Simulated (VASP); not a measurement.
Crystal: Pd.

```
CELL_PARAMETERS angstrom
2.75050 0.00000 0.00000
0.00000 2.75050 0.00000
0.00000 0.00000 3.88980
ATOMIC_POSITIONS crystal
Pd 0.00000 0.00000 0.00000
Pd 0.50000 0.50000 0.50000
```

- Program: VASP 6.6.1
- Task: relaxation of cell and atoms
- Functional: revPBE
- Potentials or basis: VASP PAW PBE potentials, release 64 (Pd)
- Cutoff: 600 eV
- k mesh: 11 × 11 × 8
- Occupations: fermi-dirac, width 0.05 eV
- Spin: collinear spin, antiferromagnetic start
- Starting moments: [0.5, -0.5] μB

At the start: pressure 10.8 GPa; volume 14.71 Å³/atom.

Where does the relaxation end?

Over 4 steps the energy falls by 28.4 meV/atom and the volume is 15.61 Å³/atom (+6.1 %); space group Fm-3m (No. 225, to 0.05 Å); moment 0.00 μB per cell.

Step by step:
| step | energy change (eV) | largest force (eV/Å) | pressure (GPa) | volume (Å³) |
| --- | --- | --- | --- | --- |
| 1 | 0.0000 | 0.0000 | 10.79 | 29.43 |
| 2 | 0.0314 | 0.0000 | -9.84 | 33.85 |
| 3 | -0.0568 | 0.0000 | -0.16 | 31.26 |
| 4 | -0.0568 | 0.0000 | 0.02 | 31.23 |

Final structure:
```cif
data_structure
_symmetry_space_group_name_H-M 'P 1'
_symmetry_Int_Tables_number 1
_cell_length_a 2.8059
_cell_length_b 2.8059
_cell_length_c 3.9664
_cell_angle_alpha 90.000
_cell_angle_beta 90.000
_cell_angle_gamma 90.000
_cell_volume 31.23
loop_
_atom_site_label
_atom_site_type_symbol
_atom_site_fract_x
_atom_site_fract_y
_atom_site_fract_z
_atom_site_occupancy
Pd1 Pd 0.00000 0.00000 0.00000 1
Pd2 Pd 0.50000 0.50000 0.50000 1
```

Caveat: the PAW data sets were made with another functional, which shifts forces and pressure a little.
